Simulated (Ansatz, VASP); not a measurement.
SiO2 in VASP and in Ansatz

```
Si O
1.0
     4.94053    0.00000    0.00000
     0.00000    4.94053    0.00000
     0.00000    0.00000    6.85960
Si O
4 8
Direct
  0.80486 0.80486 0.50000
  0.69514 0.30486 0.25000
  0.19514 0.19514 0.00000
  0.30486 0.69514 0.75000
  0.26289 0.38577 0.81620
  0.11423 0.76289 0.56620
  0.73711 0.61423 0.31620
  0.88577 0.23711 0.06620
  0.76289 0.11423 0.43380
  0.61423 0.73711 0.68380
  0.23711 0.88577 0.93380
  0.38577 0.26289 0.18380
```

Alike in both runs: functional LDA; k mesh 6 × 6 × 4; occupations gaussian, width 0.02 eV; no spin polarisation.

Ansatz relaxed the structure, and its values are those at the end. VASP's run is a single point on that final structure, the one shown.

|  | VASP | Ansatz |
| --- | --- | --- |
| version | VASP 6.6.1 | Ansatz 0.2.0 |
| potentials or method | VASP PAW LDA potentials, release 64 (Si, O), cutoff 520 eV | scalar-relativistic, plane waves, PAW |
| valence electrons in the cell | 64 | 64 |

Ansatz gave:

```
gap on the k mesh at the Fermi level (eV) : 5.56
least direct gap on the mesh (eV)         : 5.56
pressure (GPa)                            : 0.0
rms of the force components (eV/Å)        : 0.001
```

Q: Which values does VASP return?

A: gap on the k mesh at the Fermi level (eV): 5.56; least direct gap on the mesh (eV): 5.56; pressure (GPa): 0.6; rms of the force components (eV/Å): 0.016.

LDA's correlation is that of Perdew and Zunger in VASP and of Perdew and Wang (1992) in Ansatz.
